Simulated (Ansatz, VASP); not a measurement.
AlH5: VASP beside Ansatz

```xyz
6
Lattice="1.7806 -3.3786 0.0000 1.7806 3.3786 0.0000 0.0000 0.0000 4.3849" Properties=species:S:1:pos:R:3 pbc="T T T"
Al    0.0000    0.0000    0.0000
H     1.7806    2.3425    2.6130
H     1.7806   -2.3425    1.7719
H     1.7806   -2.3425    2.6130
H     1.7806    2.3425    1.7719
H     1.7806    0.0000    0.0000
```

Alike in both runs: functional PBE; k mesh 12 × 12 × 8; occupations gaussian, width 0.1 eV; no spin polarisation.

Ansatz relaxed the structure, and its values are those at the end. VASP's run is a single point on that final structure, the one shown.

|  | VASP | Ansatz |
| --- | --- | --- |
| version | VASP 6.6.1 | Ansatz 0.2.0 |
| potentials or method | VASP PAW PBE potentials, release 64 (Al, H), cutoff 520 eV | scalar-relativistic, plane waves, PAW |
| valence electrons in the cell | 8 | 8 |

Ansatz gave:

- gap on the k mesh at the Fermi level (eV): none
- pressure (GPa): 0.0

Q: Which values does VASP return?

A: gap on the k mesh at the Fermi level (eV): none; pressure (GPa): -0.2.

A gap of «none» marks a metal or a gap that the smearing closes.
